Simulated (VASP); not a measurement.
# ScF5: single point with PBE

Crystal: ScF5.

```
Sc F
1.0
     0.00000    3.38079    3.38079
     3.38079    0.00000    3.38079
     3.38079    3.38079    0.00000
Sc F
1 5
Direct
  0.25000 0.25000 0.25000
  0.75000 0.75000 0.75000
  0.94759 0.94759 0.94759
  0.94759 0.94759 0.15722
  0.94759 0.15722 0.94759
  0.15722 0.94759 0.94759
```

The cell was built from a structure type or drawn by symmetry, and may not be a known phase.

```
Program                : VASP 6.6.1
Task                   : single point
Functional             : PBE
Potentials or basis    : VASP PAW PBE potentials, release 64 (Sc_sv, F_h)
Cutoff                 : 910 eV
k mesh                 : 4 × 4 × 4
Occupations            : gaussian, width 0.1 eV
Spin                   : collinear spin
Starting moments       : [0.0, 1.0, 1.0, 1.0, 1.0, 1.0] μB
Dipole correction      : no
Further INCAR settings : ALGO = Normal; EDIFF = 1e-06; NBANDS = 36
```

| Property | Result |
| --- | --- |
| Pressure | 378.8 GPa |
| Largest force | 220.124 eV/Å |
| Band gap on the k mesh | zero (filled and empty bands overlap) |
| Net moment | 2.00 μB per cell |
| Site moments | Sc +0.90; F +0.03, +0.07 (each value once) μB |
| Valence electrons inside the program's atomic spheres | Sc 9.41; F 4.47, 5.06 (each value once) |

Forces on the atoms (eV/Å):
```
Sc     0.000    0.000    0.000
F      0.000    0.000    0.000
F   -127.089 -127.089 -127.089
F    127.089  127.089 -127.089
F    127.089 -127.089  127.089
F   -127.089  127.089  127.089
```

Levels at points of the mesh, in eV from the Fermi level:
Spin up:
| k point | band 22 | band 23 | band 24 | band 25 | band 26 | band 27 |
| --- | --- | --- | --- | --- | --- | --- |
| (0.00, 0.00, 0.00) | -0.88 | -0.71 | -0.71 | -0.71 | 1.11 | 1.11 |
| (0.50, 0.00, 0.00) | -0.87 | -0.38 | -0.38 | 0.53 | 1.50 | 1.50 |
| (0.50, 0.50, 0.00) | -0.94 | -0.07 | -0.07 | 0.28 | 1.15 | 1.77 |
Spin down:
| k point | band 19 | band 20 | band 21 | band 22 | band 23 | band 24 | band 25 | band 26 |
| --- | --- | --- | --- | --- | --- | --- | --- | --- |
| (0.00, 0.00, 0.00) | -0.75 | -0.67 | -0.67 | -0.67 | 0.24 | 0.24 | 0.24 | 1.51 |
| (0.50, 0.00, 0.00) | -0.82 | -0.82 | -0.67 | -0.41 | 0.60 | 0.60 | 1.46 | 1.90 |
| (0.50, 0.50, 0.00) | -1.06 | -0.89 | -0.71 | -0.71 | 0.90 | 0.90 | 0.93 | 1.57 |

Run time: 100 s on 1 thread of Intel(R) Xeon(R) 6975P-C (Granite Rapids), on a shared host, peak memory 0.43 GiB.

Caveat: the k points lie up to 0.40 Å⁻¹ apart, too coarse for converged energies and pressures of a metal; the cutoff is under 1.25 times the usual one of these potentials, so pressure, stress and relaxed cells hold a basis-set (Pulay) error; forces of over 1 eV/Å act on the atoms, so gaps and moduli don't describe the material at rest.
